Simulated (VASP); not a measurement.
# Zr3Cd2 (Pmmm) in VASP: electric field gradients with PBE

Aim: the electric field gradients of Zr3Cd2 with PBE.

All numbers are computed with VASP 6.6.1; they aren't measurements. Logs are shortened: lines on timing, memory, paths and dates and some standing lists are left out, and cuts for length are marked.

### 1 The cell of the first run

It takes space group Pmmm (No. 47, orthorhombic). The conventional cell has a = 5.300 Å, b = 6.520 Å, c = 7.860 Å, α = 90.00°, β = 90.00°, γ = 90.00°. Zr (site symmetry mmm) has 2 Cd at 2.65 Å within 3.5 Å. Zr (site symmetry mmm) has 2 Zr at 2.65 Å within 3.5 Å. Within 3.5 Å of Zr (site symmetry mmm) lie 2 Zr at 2.65 Å. Within 4.3 Å of Cd (site symmetry mmm) lie 2 Cd at 3.26 Å and 4 Zr at 4.20 Å. Within 3.5 Å of Cd (site symmetry mmm) lie 2 Zr at 2.65 Å and 2 Cd at 3.26 Å.

### 2 Electric field gradients, PBE

Input file INCAR:

```
SYSTEM = Zr3Cd2
ALGO = Normal
EDIFF = 1E-8
ENCUT = 520
GGA = PE
ISIF = 2
ISMEAR = -1
LASPH = .True.
LCHARG = .False.
LEFG = .True.
LREAL = .False.
LWAVE = .False.
NBANDS = 38
NELM = 100
PREC = Accurate
SIGMA = 0.05
```

Input file KPOINTS:

```
k-points
0
Gamma
  5 5 4
  0 0 0
```

Input file POSCAR:

```
Zr3Cd2
1.0
    5.3000000000      0.0000000000      0.0000000000
    0.0000000000      6.5200000000      0.0000000000
    0.0000000000      0.0000000000      7.8600000000
Zr Cd
3 2
Direct
    0.0000000000      0.0000000000      0.5000000000
    0.5000000000      0.0000000000      0.0000000000
    0.0000000000      0.0000000000      0.0000000000
    0.5000000000      0.5000000000      0.5000000000
    0.5000000000      0.0000000000      0.5000000000
```

Potentials or basis: VASP PAW PBE potentials, release 64 (Zr_sv, Cd).

Launch:

```sh
cat potpaw_PBE.64/Zr_sv/POTCAR potpaw_PBE.64/Cd/POTCAR > POTCAR
mpirun -np 1 vasp_std > vasp.out
```

OUTCAR:

```text
SYSTEM = Zr3Cd2
   EDIFF = 1E-8
   ENCUT = 520
   GGA = PE
   ISIF = 2
   ISMEAR = -1
   LASPH = .True.
   LREAL = .False.
   NELM = 100
   PREC = Accurate

 ion  position               nearest neighbor table
   1  0.000  0.000  0.500-   5 2.65   5 2.65
   2  0.500  0.000  0.000-   3 2.65   3 2.65
   3  0.000  0.000  0.000-   2 2.65   2 2.65
   4  0.500  0.500  0.500-   5 3.26   5 3.26
   5  0.500  0.000  0.500-   1 2.65   1 2.65   4 3.26   4 3.26

  LATTYP: Found a simple orthorhombic cell.
 ALAT       =     5.3000000000
 B/A-ratio  =     1.2301886792
 C/A-ratio  =     1.4830188679

  Lattice vectors:

 A1 = (   5.3000000000,   0.0000000000,   0.0000000000)
 A2 = (   0.0000000000,   6.5200000000,   0.0000000000)
 A3 = (   0.0000000000,   0.0000000000,   7.8600000000)

Analysis of symmetry for initial positions (statically):
=====================================================================
 Subroutine PRICEL returns:
 Original cell was already a primitive cell.

 Routine SETGRP: Setting up the symmetry group for a
 simple orthorhombic supercell.

 Subroutine GETGRP returns: Found  8 space group operations
 (whereof  8 operations were pure point group operations)
 out of a pool of  8 trial point group operations.

The static configuration has the point symmetry D_2h.

Analysis of symmetry for dynamics (positions and initial velocities):
=====================================================================
 Subroutine PRICEL returns:
 Original cell was already a primitive cell.

 Routine SETGRP: Setting up the symmetry group for a
 simple orthorhombic supercell.

 Subroutine GETGRP returns: Found  8 space group operations
 (whereof  8 operations were pure point group operations)
 out of a pool of  8 trial point group operations.

The dynamic configuration has the point symmetry D_2h.

 Subroutine INISYM returns: Found  8 space group operations
 (whereof  8 operations are pure point group operations),
 and found     1 'primitive' translations

----------------------------------------------------------------------------------------

                                     Primitive cell

  volume of cell :     271.6102

  direct lattice vectors                    reciprocal lattice vectors
     5.300000000  0.000000000  0.000000000     0.188679245  0.000000000  0.000000000
     0.000000000  6.520000000  0.000000000     0.000000000  0.153374233  0.000000000
     0.000000000  0.000000000  7.860000000     0.000000000  0.000000000  0.127226463

  length of vectors
     5.300000000  6.520000000  7.860000000     0.188679245  0.153374233  0.127226463

  position of ions in fractional coordinates (direct lattice)
     0.000000000  0.000000000  0.500000000
     0.500000000  0.000000000  0.000000000
     0.000000000  0.000000000  0.000000000
     0.500000000  0.500000000  0.500000000
     0.500000000  0.000000000  0.500000000

  ion indices of the primitive-cell ions
   primitive index   ion index
                 1           1
                 2           2
                 3           3
                 4           4
                 5           5

----------------------------------------------------------------------------------------

 KPOINTS: k-points

Automatic generation of k-mesh.
 Grid dimensions read from file:
 generate k-points for:    5    5    4

 Generating k-lattice:

  Cartesian coordinates                     Fractional coordinates (reciprocal lattice)
     0.037735849  0.000000000  0.000000000     0.200000000  0.000000000  0.000000000
[... 45 lines left out ...]
   dimension x,y,z NGXF=    80 NGYF=   96 NGZF=  120
   ions per type =               3   2
   NGX,Y,Z   is equivalent  to a cutoff of  12.55, 12.24, 12.69 a.u.
   NGXF,Y,Z  is equivalent  to a cutoff of  25.09, 24.48, 25.38 a.u.
 SYSTEM =  Zr3Cd2
   PREC   = accura    normal or accurate (medium, high low for compatibility)
   ISTART =      0    job   : 0-new  1-cont  2-samecut
   ICHARG =      2    charge: 1-file 2-atom 10-const
   ISPIN  =      1    spin polarized calculation?
   LNONCOLLINEAR =      F non collinear calculations
   LSORBIT =      F    spin-orbit coupling
   LASPH  =      T    aspherical Exc in radial PAW
   ENCUT  =  520.0 eV  38.22 Ry    6.18 a.u.   9.85 12.12 14.61*2*pi/ulx,y,z
   NELM   =    100;   NELMIN=  2; NELMDL= -5     # of ELM steps
   EDIFF  = 0.1E-07   stopping-criterion for ELM
   LREAL  =      F    real-space projection
   EDIFFG = 0.1E-06   stopping-criterion for IOM
   NSW    =      0    number of steps for IOM
   IBRION =     -1    ionic relax: 0-MD 1-quasi-New 2-CG
   NFREE  =      0    steps in history (QN), initial steepest desc. (CG)
   ISIF   =      2    stress and relaxation
   ISYM   =      2    0-nonsym 1-usesym 2-fastsym
   POTIM  = 0.5000    time-step for ionic-motion
   TEBEG  =    0.0;   TEEND  =   0.0 temperature during run
   PSTRESS=    0.0 pullay stress
   NELECT =      60.0000    total number of electrons
   NUPDOWN=      -1.0000    fix difference up-down
   EMIN   =  10.00;   EMAX   =-10.00  energy-range for DOS
   EFERMI =   0.00;   METHOD = LEGACY
   ISMEAR =    -1;   SIGMA  =   0.05  broadening in eV -4-tet -1-fermi 0-gaus
   EFERMI_NEDOS =   21; number of points for ismear=-14 and -15
   IALGO  =     38    algorithm
   IMIX   =      4    mixing-type and parameters
     AMIX     =   0.40;   BMIX     =  1.00
     AMIX_MAG =   1.60;   BMIX_MAG =  1.00
  volume/ion in A,a.u.               =      54.32       366.58
  Fermi-wavevector in a.u.,A,eV,Ry     =   0.989638  1.870146 13.325333  0.979384
  Thomas-Fermi vector in A             =   2.121252
   LORBIT       =      0    0 simple, 1 ext, 2 COOP (PROOUT), +10 PAW based schemes
   GGA     = PE    functional components
   LHFCALC =     F    Hartree Fock is set to
   AEXX    =    0.0000 exact exchange contribution
   IVDW    =     0    specifies the selected vdW correction
   LEPSILON=     F    determine dielectric tensor
   LRPA    =     F    only Hartree local field effects (RPA)
 non-spin polarized calculation
  energy-cutoff  :      520.00
  volume of cell :      271.61
 maximum number of plane-waves:      7346
 NGX is ok and might be reduce to    40
   NGX = 19   NGY = 25   NGZ = 29

 number of electron      60.0000001 magnetization

 Free energy of the ion-electron system (eV)
  ---------------------------------------------------
  ext. energy  EPLUGINS =         0.00000000
  ---------------------------------------------------
  free energy    TOTEN  =       -16.67375814 eV

  energy without entropy =      -16.58210850  energy(sigma->0) =      -16.62793332

 E-fermi :   0.7833     XC(G=0):  -6.9191

 val. band max:        0.7832071014   @ k =   0.0000   0.2000   0.2500
 cond. band min:       0.7837996984   @ k =   0.4000   0.0000   0.0000
 fundamental gap:      0.0005925971
 Fermi energy:         0.7832615710

 k-point     1 :       0.0000    0.0000    0.0000
  band No.  band energies     occupation
      1     -49.2859      2.00000
      2     -48.6853      2.00000
      3     -48.3377      2.00000
      4     -27.5242      2.00000
      5     -27.4791      2.00000
      6     -27.1673      2.00000
[... 973 lines left out ...]
     37       1.7896      0.00000
     38       1.8146      0.00000

 [... further k-points ...]

------------------------ aborting loop because EDIFF is reached ----------------------------------------

  FORCE on cell =-STRESS in cart. coord.  units (eV):
  Direction    XX          YY          ZZ          XY          YZ          ZX
  --------------------------------------------------------------------------------------
  -------------------------------------------------------------------------------------
  Total        2.0795300     -5.1939644    -12.4804735      0.0000000      0.0000000      0.0000000
  in kB       12.2667573    -30.6382207    -73.6199695      0.0000000      0.0000000      0.0000000
  external PRESSURE =     -30.6638110 kB  Pullay stress =       0.0000000 kB

 VOLUME and BASIS-vectors are now :
 -----------------------------------------------------------------------------
  energy-cutoff  :      520.00
  volume of cell :      271.61
      direct lattice vectors                 reciprocal lattice vectors
     5.300000000  0.000000000  0.000000000     0.188679245  0.000000000  0.000000000
     0.000000000  6.520000000  0.000000000     0.000000000  0.153374233  0.000000000
     0.000000000  0.000000000  7.860000000     0.000000000  0.000000000  0.127226463

 POSITION                                       TOTAL-FORCE (eV/Angst)
 -----------------------------------------------------------------------------------
      0.00000      0.00000      3.93000         0.000000      0.000000      0.000000
      2.65000      0.00000      0.00000         0.000000      0.000000      0.000000
      0.00000      0.00000      0.00000         0.000000      0.000000      0.000000
      2.65000      3.26000      3.93000         0.000000      0.000000      0.000000
      2.65000      0.00000      3.93000         0.000000      0.000000      0.000000
 -----------------------------------------------------------------------------------
    total drift:                               -0.000000      0.000000     -0.000000

  FREE ENERGIE OF THE ION-ELECTRON SYSTEM (eV)
  ---------------------------------------------------
  free  energy   TOTEN  =       -16.6737581447 eV

  energy  without entropy=      -16.5821084981  energy(sigma->0) =      -16.62793332

 Electric field gradients (V/A^2)
---------------------------------------------------------------------
 ion       V_xx      V_yy      V_zz      V_xy      V_xz      V_yz
---------------------------------------------------------------------
   1    -105.400   139.870   -34.469    -0.000     0.000     0.000
   2     -47.951    74.371   -26.420     0.000    -0.000    -0.000
   3      22.409    72.592   -95.001    -0.000     0.000     0.000
   4      38.283   -84.714    46.431    -0.000    -0.000    -0.000
   5     -58.803    41.852    16.951     0.000    -0.000    -0.000
---------------------------------------------------------------------

 Electric field gradients after diagonalization (V/A^2)
 (convention: |V_zz| > |V_xx| > |V_yy|)
----------------------------------------------------------------------
 ion       V_xx      V_yy      V_zz     asymmetry (V_yy - V_xx)/ V_zz
----------------------------------------------------------------------
   1    -105.400   -34.469   139.870       0.507
   2     -47.951   -26.420    74.371       0.290
   3      72.592    22.409   -95.001       0.528
   4      46.431    38.283   -84.714       0.096
   5      41.852    16.951   -58.803       0.423
----------------------------------------------------------------------

           NMR quadrupolar parameters

 Cq : quadrupolar parameter    Cq=e*Q*V_zz/h
 eta: asymmetry parameters     (V_yy - V_xx)/ V_zz
 Q  : nuclear electric quadrupole moment in mb (millibarn)
----------------------------------------------------------------------
 ion       Cq(MHz)       eta       Q (mb)
----------------------------------------------------------------------
   1       0.338       0.507       1.000
   2       0.180       0.290       1.000
   3      -0.230       0.528       1.000
   4      -0.205       0.096       1.000
   5      -0.142       0.423       1.000
----------------------------------------------------------------------
```

Wall time 5.8 min (1 thread of Intel Xeon Platinum 8488C (Sapphire Rapids), shared host); peak memory 0.49 GiB.

What came out:

```yaml
Free_energy: -16.6738 eV
Pressure: -3.1 GPa
Band_gap_on_the_k_mesh: zero (band 30 reaches 0.92 eV, above the bottom of band 31 at 0.67 eV)
```

Electric field gradients, principal values (V/Å²):
| atom | least | middle | greatest (by size) |
| --- | --- | --- | --- |
| 1 Zr | -34.469 | -105.400 | 139.870 |
| 2 Zr | -26.420 | -47.951 | 74.371 |
| 3 Zr | 22.409 | 72.592 | -95.001 |
| 4 Cd | 38.283 | 46.431 | -84.714 |
| 5 Cd | 16.951 | 41.852 | -58.803 |

Caveat: without QUAD_EFG the Cq values of the log hold for a quadrupole moment of 1 mb, not for the nuclei.
